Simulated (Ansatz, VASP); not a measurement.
SiC in VASP and in Ansatz

```xyz
4
Lattice="3.0755 0.0000 0.0000 -1.5377 2.6634 0.0000 0.0000 0.0000 5.0485" Properties=species:S:1:pos:R:3 pbc="T T T"
Si    0.0000    1.7756   -0.2372
Si    1.5377    0.8878    2.2871
C     0.0000    1.7756    2.1304
C     1.5377    0.8878    4.6546
```

Change from the starting cell: polar distortion scaled by 0.25.

Alike in both runs: task single point; functional r2SCAN; k mesh 12 × 12 × 6; no spin polarisation.

|  | VASP | Ansatz |
| --- | --- | --- |
| version | VASP 6.6.1 | Ansatz 0.2.0 |
| potentials or method | VASP PAW PBE potentials, release 64 (Si, C), cutoff 520 eV | scalar-relativistic, plane waves, PAW |
| occupations | gaussian, width 0.01 eV | fixed |
| valence electrons in the cell | 16 | 16 |

Ansatz gave:

* gap on the k mesh at the Fermi level (eV): 1.15
* least direct gap on the mesh (eV): 3.31
* pressure (GPa): 9.6
* traceless stress, the component that is largest in VASP (GPa): -8.98
* rms of the force components (eV/Å): 0.927

Problem. Estimate VASP's values.

Solution. gap on the k mesh at the Fermi level (eV): 1.15; least direct gap on the mesh (eV): 3.31; pressure (GPa): 9.3; traceless stress, the component that is largest in VASP (GPa): -8.62; rms of the force components (eV/Å): 0.929.

VASP's potentials were made for PBE, not for r2SCAN. Atom by atom the forces differ by 0.001 eV/Å (rms over components).
